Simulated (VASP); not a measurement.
WS2 (Tungstenite):

```
CELL_PARAMETERS angstrom
1.58589 0.91561 6.23748
-1.58589 0.91561 6.23748
0.00000 -1.83122 6.23748
ATOMIC_POSITIONS crystal
W 0.00067 0.00067 0.00067
S 0.25056 0.25056 0.25056
S 0.41748 0.41748 0.41748
```

Program: VASP 6.6.1. Alike in all runs: task single point; no spin polarisation; cell as given; smearing gaussian 0.01 eV.

Problem. Order these runs on this cell by their band gap on the k mesh, lowest first.
A. level PBE; potentials or basis VASP PAW PBE potentials, release 64 (W_sv, S); k mesh 2 × 2 × 2; cutoff (eV) 500
B. level PBE; potentials or basis VASP PAW PBE potentials, release 64 (W_sv, S); k mesh 6 × 6 × 6; cutoff (eV) 520
C. level LDA; potentials or basis VASP PAW LDA potentials, release 64 (W_sv, S); k mesh 4 × 4 × 4; cutoff (eV) 500

Solution. B (1.09 eV), C (1.34 eV), A (1.99 eV).

Caveats: some runs use coarse meshes; spin-orbit coupling is left out, which moves the levels of the heavy elements.

A k mesh can miss the band edges.
